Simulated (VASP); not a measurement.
AgI, 4 atoms in the cell. The structure is hexagonal, space group P6_3mc (No. 186). Conventional cell: a = 4.514 Å, b = 4.514 Å, c = 7.543 Å, α = 90.00°, β = 90.00°, γ = 120.00°. Within 3.7 Å of Ag (site symmetry 3m) lie 4 I at 2.78 to 2.79 Å. Within 3.7 Å of I (site symmetry 3m) lie 4 Ag at 2.78 to 2.79 Å.  This cell differs from its parent crystal: in-plane strain -0.01, then relaxed in part.

```yaml
Program: VASP 6.6.1
Task: single point
Functional: PBEsol
Potentials_or_basis: VASP PAW PBE potentials, release 64 (Ag, I)
Cutoff: 500 eV
k_mesh: 6 × 6 × 4
Occupations: gaussian, width 0.01 eV
Spin: no spin polarisation
Dipole_correction: no
Further_INCAR_settings: ALGO = Normal; EDIFF = 1e-06; NBANDS = 26
```

Potentials or basis: VASP PAW PBE potentials, release 64 (Ag, I).

Command:

```console
$ cat potpaw_PBE.64/Ag/POTCAR potpaw_PBE.64/I/POTCAR > POTCAR
$ mpirun -np 1 vasp_std > vasp.out
```

Hardware: 1 thread of Oxide Virtual Turin-like Processor, on a shared host.

Question: How long does it take, and how much memory?

Answer: Run time: 46 s on 1 thread of Oxide Virtual Turin-like Processor, with other jobs on the host, peak memory 0.24 GiB. Counts: scf iterations 14, k points 21.
